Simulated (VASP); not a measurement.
Input of a VASP 6.6.1 run:

File INCAR:

```
SYSTEM = NbNiS4
  PREC = Accurate
  ENCUT = 520
  EDIFF = 1E-6
  ISMEAR = 0
  SIGMA = 0.1
  LREAL = .False.
  LASPH = .True.
  NELM = 100
  ALGO = Normal
  ISIF = 2
  LWAVE = .False.
  LCHARG = .False.
  GGA = PE
  NBANDS = 32
```

File KPOINTS:

```
Automatic mesh
0
Gamma
  12 12 4
  0 0 0
```

File POSCAR:

```
NbNiS4
1.0
    3.3657712579      0.0000000000      0.0000000000
   -1.6828856289      2.9148434127      0.0000000000
    0.0000000000      0.0000000000     12.7036691372
Nb Ni S
1 1 4
Direct
    0.0000000000      0.0000000000      0.5000000000
    0.0000000000      0.0000000000      0.0000000000
    0.6666666667      0.3333333333      0.9085616913
    0.6666666667      0.3333333333      0.3783401374
    0.3333333333      0.6666666667      0.6216598626
    0.3333333333      0.6666666667      0.0914383087
```

Potentials or basis: VASP PAW PBE potentials, release 64 (Nb_sv, Ni, S).

Run with:

```bash
$ cat potpaw_PBE.64/Nb_sv/POTCAR potpaw_PBE.64/Ni/POTCAR potpaw_PBE.64/S/POTCAR > POTCAR
$ mpirun -np 1 vasp_std > vasp.out
```

Problem. Predict the pressure.

Solution. -0.2 GPa.

Problem. What does it give for the largest force?

Solution. 0.030 eV/Å.

Forces in eV/Å, atoms in the order of the input:
```
Nb   0.000  0.000  0.000
Ni   0.000  0.000  0.000
S    0.000  0.000  0.019
S    0.000  0.000  0.030
S    0.000  0.000 -0.030
S    0.000  0.000 -0.019
```

Caveat: this functional lacks dispersion, which binds the layers, so the pressure and a relaxed spacing across them are unreliable; the run has no spin polarisation, though such a crystal can be magnetic. Spin polarisation is off, so any magnetic state and its effect on volume and gap are missing.
